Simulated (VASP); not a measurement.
Input of a VASP 6.6.1 run:

The input POSCAR:

```
RbBr
1.0
    0.0000000000      3.4608261569      3.4608261569
    3.4608261569      0.0000000000      3.4608261569
    3.4608261569      3.4608261569      0.0000000000
Rb Br
1 1
Direct
    0.0000000000      0.0000000000      0.0000000000
    0.5000000000      0.5000000000      0.5000000000
```

INCAR.step1

```
PREC     = Accurate       # precision mode
ENCUT    = 520            # plane-wave cutoff, eV
EDIFF    = 1E-5           # SCF threshold, eV
ISMEAR   = 0              # smearing method
SIGMA    = 0.01           # smearing width, eV
LREAL    = F              # projectors in reciprocal space
LASPH    = T              # aspherical terms in the spheres
NELM     = 60             # most SCF steps
ALGO     = Normal         # electronic algorithm
ISIF     = 2              # what is computed and relaxed
LWAVE    = T              # write WAVECAR
GGA      = PE             # functional
NBANDS   = 15             # bands
```

Contents of INCAR.step2:

```
PREC     = Accurate       # precision mode
ENCUT    = 520            # plane-wave cutoff, eV
EDIFF    = 1E-6           # SCF threshold, eV
ISMEAR   = 0              # smearing method
SIGMA    = 0.01           # smearing width, eV
LREAL    = F              # projectors in reciprocal space
LASPH    = T              # aspherical terms in the spheres
NELM     = 60             # most SCF steps
ALGO     = Normal         # electronic algorithm
ISIF     = 2              # what is computed and relaxed
LWAVE    = F              # write WAVECAR
LCHARG   = T              # write CHGCAR
GGA      = PE             # functional
LHFCALC  = T              # exact exchange
HFSCREEN = 0.2079         # screening, 1/A
PRECFOCK = Normal       
LELF     = T              # ELF
LVHAR    = T            
ISTART   = 1            
NBANDS   = 15             # bands
```

The input KPOINTS:

```
regular mesh
0
Gamma
  4 4 4
```

Potentials or basis: VASP PAW PBE potentials, release 64 (Rb_sv, Br).

Run with:

```console
$ cat potpaw_PBE.64/Rb_sv/POTCAR potpaw_PBE.64/Br/POTCAR > POTCAR
$ cp INCAR.step1 INCAR
$ mpirun -np 1 vasp_std > vasp.out
$ cp INCAR.step2 INCAR
$ mpirun -np 1 vasp_std > vasp.out
```

Question: What does it give for the pressure?

Answer: 0.3 GPa.

Question: Predict the band gap on the k mesh.

Answer: 5.44 eV.

Caveat: the PAW data sets were made with another functional, which shifts forces and pressure a little.
